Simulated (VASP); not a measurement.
**HPb32 (a cell with a defect): single point with PBE+D3(BJ)**

The system is HPb32 (a cell with a defect).

```
Pb H
1.0
     9.90000    0.00000    0.00000
     0.00000    9.90000    0.00000
     0.00000    0.00000    9.90000
Pb H
32 1
Direct
  0.50128 0.99973 0.01742
  0.75295 0.25720 0.99063
  0.76073 0.97124 0.22148
  0.98603 0.98370 0.00081
  0.22466 0.24522 0.01293
  0.50444 0.50138 0.97467
  0.71470 0.73738 0.97738
  0.22281 0.98161 0.23324
  0.51265 0.25998 0.26091
  0.71702 0.52525 0.22336
  0.53951 0.99975 0.51758
  0.74584 0.24863 0.49903
  0.77160 0.99137 0.74544
  0.97176 0.50926 0.98370
  0.24352 0.74660 0.97574
  0.98377 0.25207 0.23698
  0.27648 0.51498 0.24019
  0.49914 0.75554 0.26876
  0.97212 0.99897 0.43384
  0.22799 0.24666 0.48963
  0.50524 0.49675 0.50618
  0.75081 0.76467 0.49279
  0.26276 0.99072 0.76489
  0.52182 0.18322 0.77362
  0.74842 0.48981 0.75355
  0.98046 0.70816 0.23964
  0.01198 0.51587 0.54512
  0.25026 0.75014 0.52225
  0.99985 0.28056 0.75283
  0.26442 0.50635 0.76120
  0.49732 0.77921 0.75509
  0.00437 0.75094 0.76075
  0.53314 0.47174 0.71919
```

```
Program                : VASP 6.6.1
Task                   : single point
Functional             : PBE
Dispersion             : D3(BJ)
Potentials or basis    : VASP PAW PBE potentials, release 64 (Pb_d, H)
Cutoff                 : 520 eV
k mesh                 : 1 × 1 × 1
Occupations            : fermi-dirac, width 0.15 eV
Spin                   : no spin polarisation
Dipole correction      : no
Further INCAR settings : LREAL = Auto; ALGO = Normal; EDIFF = 1e-06; NBANDS = 246
```

- Pressure: 3.5 GPa
- Largest force: 0.806 eV/Å
- Dispersion energy per atom: -0.402 eV

Forces on the atoms (eV/Å):
```
Pb  -0.338 -0.283  0.372
Pb  -0.140 -0.090  0.253
Pb  -0.015 -0.128 -0.354
Pb   0.340 -0.012  0.586
Pb   0.221 -0.147 -0.035
Pb  -0.281 -0.508  0.134
Pb   0.582  0.372  0.118
Pb  -0.223 -0.068 -0.280
Pb  -0.158  0.415 -0.339
Pb  -0.377 -0.337  0.142
Pb  -0.617 -0.011 -0.518
Pb   0.311  0.091  0.221
Pb   0.427 -0.007  0.001
Pb   0.404  0.154 -0.122
Pb   0.179  0.233  0.557
Pb   0.028  0.161 -0.110
Pb   0.451 -0.185  0.109
Pb  -0.144 -0.022 -0.180
Pb   0.288 -0.174  0.397
Pb   0.035  0.138 -0.328
Pb  -0.183  0.009  0.045
Pb   0.030 -0.595  0.277
Pb  -0.347  0.388  0.019
Pb  -0.047  0.588 -0.129
Pb  -0.190  0.057 -0.522
Pb   0.338  0.257  0.123
Pb  -0.013  0.123 -0.320
Pb   0.025  0.102 -0.180
Pb   0.039 -0.483  0.338
Pb   0.053 -0.357 -0.275
Pb   0.085  0.174 -0.125
Pb  -0.311 -0.010 -0.073
H   -0.455  0.155  0.197
```

Stress tensor (GPa, compression positive):
```
3.72 0.38 0.59
0.38 2.85 0.13
0.59 0.13 3.97
```

Levels at points of the mesh, in eV from the Fermi level:
```tsv
k point	band 221	band 222	band 223	band 224	band 225	band 226	band 227	band 228
(0.00, 0.00, 0.00)	-0.78	-0.74	-0.69	-0.44	0.27	0.28	0.37	0.39
```

Wall time 8.1 min on 1 thread of Intel(R) Xeon(R) Platinum 8488C (Sapphire Rapids), with other jobs on the host, peak memory 0.94 GiB.

Caveat: the k points lie up to 0.63 Å⁻¹ apart; spin-orbit coupling is left out, which moves the levels of the heavy elements.
